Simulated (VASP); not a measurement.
Here is a VASP 6.6.1 calculation.

The input POSCAR:

```
CsI
1.0
    4.4892833493      0.0000000000      0.0000000000
    0.0000000000      4.4892833493      0.0000000000
    0.0000000000      0.0000000000      4.4892833493
Cs I
1 1
Direct
    0.0000000000      0.0000000000      0.0000000000
    0.5000000000      0.5000000000      0.5000000000
```

File INCAR.step1:

```
SYSTEM = CsI
PREC = Accurate
ENCUT = 550
ISMEAR = 0
SIGMA = 0.01
LREAL = .FALSE.
LASPH = .TRUE.
NELM = 120
NBANDS = 15
GGA = PE
ALGO = Normal
EDIFF = 1E-5
LWAVE = .TRUE.
LCHARG = .FALSE.
GGA_COMPAT = .FALSE.
```

Contents of INCAR.step2:

```
SYSTEM = CsI
PREC = Accurate
ENCUT = 550
EDIFF = 1E-6
ISMEAR = 0
SIGMA = 0.01
LREAL = .FALSE.
LASPH = .TRUE.
NELM = 120
ALGO = Normal
ISIF = 2
LWAVE = .FALSE.
LCHARG = .TRUE.
METAGGA = R2SCAN
LMIXTAU = .TRUE.
LELF = .TRUE.
LVHAR = .TRUE.
NBANDS = 15
ISTART = 1
GGA_COMPAT = .FALSE.
```

File KPOINTS:

```
Automatic mesh
0
G
  4 4 4
  0 0 0
```

Potentials or basis: VASP PAW PBE potentials, release 64 (Cs_sv, I).

The run is started by

```console
$ cat potpaw_PBE.64/Cs_sv/POTCAR potpaw_PBE.64/I/POTCAR > POTCAR
$ cp INCAR.step1 INCAR
$ mpirun -np 1 vasp_std > vasp.out
$ cp INCAR.step2 INCAR
$ mpirun -np 1 vasp_std > vasp.out
```

Estimate the band gap on the k mesh.

4.52 eV, indirect (least direct gap 4.60 eV).

What does it give for the pressure?

1.3 GPa.

Caveat: the PAW data sets were made with another functional, which shifts forces and pressure a little; spin-orbit coupling is left out, which moves the levels of the heavy elements. A k mesh can miss the band edges.
